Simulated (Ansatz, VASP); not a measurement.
**Two plane-wave programs on Si3Ge2**

```
Si Ge
1.0
     3.62585    0.00000    0.00000
    -1.81292    3.14008    0.00000
     0.00000    0.00000   16.41732
Si Ge
6 4
Cartesian
  0.0000 2.0934 0.0000
  0.0000 2.0934 6.6722
  0.0000 2.0934 9.7452
  1.8129 1.0467 5.2586
  1.8129 1.0467 8.2087
  1.8129 1.0467 11.1587
  0.0000 2.0934 3.7765
  0.0000 2.0934 12.6408
  1.8129 1.0467 1.4548
  1.8129 1.0467 14.9625
```

Alike in both runs: functional PBE; k mesh 12 × 12 × 4; occupations gaussian, width 0.1 eV; no spin polarisation.

Ansatz relaxed the structure, and its values are those at the end. VASP's run is a single point on that final structure, the one shown.

|  | VASP | Ansatz |
| --- | --- | --- |
| version | VASP 6.6.1 | Ansatz 0.2.0 |
| potentials or method | VASP PAW PBE potentials, release 64 (Si, Ge_d), cutoff 520 eV | scalar-relativistic, plane waves, PAW |
| valence electrons in the cell | 80 | 80 |

```csv
,VASP,Ansatz,Ansatz less VASP
gap on the k mesh at the Fermi level (eV),none,none,-
pressure (GPa),0.0,0.0,-0.05
```

A gap of «none» marks a metal or a gap that the smearing closes.
